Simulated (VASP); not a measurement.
## MnO: single point with LDA

MnO:

```
Mn O
1.0
     0.00000    2.25317    2.25317
     2.25317    0.00000    2.25317
     2.25317    2.25317    0.00000
Mn O
1 1
Direct
  0.00000 0.00000 0.00000
  0.50000 0.50000 0.50000
```

This cell differs from its parent crystal: volume scaled by 1.04.

```yaml
Program: VASP 6.6.1
Task: single point
Functional: LDA
Potentials_or_basis: VASP PAW LDA potentials, release 64 (Mn_pv, O)
Cutoff: 520 eV
k_mesh: 10 × 10 × 10
Occupations: fermi-dirac, width 0.05 eV
Spin: collinear spin, ferromagnetic start
Starting_moments: "[4.0, 0.0] μB"
```

The pressure is -19.9 GPa. The net moment is 4.66 μB per cell. The site moments are Mn +4.22; O +0.19 μB and the valence electrons inside the program's atomic spheres are Mn 11.34; O 4.91.

Levels at points of the mesh, in eV from the Fermi level:
Spin up:
```tsv
k point	band 10	band 11	band 12	band 13	band 14	band 15
(0.00, 0.00, 0.00)	-2.92	-2.45	-2.45	-0.52	13.92	15.99
(0.50, 0.00, 0.00)	-1.68	0.26	0.26	3.46	7.42	11.57
(0.50, 0.50, 0.00)	-1.81	-1.81	-1.74	4.79	7.60	10.28
```
Spin down:
| k point | band 3 | band 4 | band 5 | band 6 | band 7 | band 8 | band 9 | band 10 | band 11 | band 12 |
| --- | --- | --- | --- | --- | --- | --- | --- | --- | --- | --- |
| (0.00, 0.00, 0.00) | -45.53 | -19.20 | -3.17 | -3.17 | -3.17 | 0.49 | 0.49 | 0.49 | 0.50 | 1.11 |
| (0.50, 0.00, 0.00) | -45.54 | -18.28 | -7.11 | -4.63 | -4.63 | 1.63 | 1.64 | 1.64 | 3.29 | 3.29 |
| (0.50, 0.50, 0.00) | -45.56 | -18.30 | -6.14 | -4.12 | -4.12 | -0.96 | 1.67 | 1.84 | 2.05 | 2.05 |

Run time: 46 s on 1 thread of Intel Xeon 8259CL, with other jobs on the host, peak memory 0.15 GiB.

Caveat: a cell with one magnetic atom can't hold antiferromagnetic order, which such compounds often take; semilocal functionals often make such compounds metallic where correlation or magnetic order opens a gap, which also shifts bond lengths.
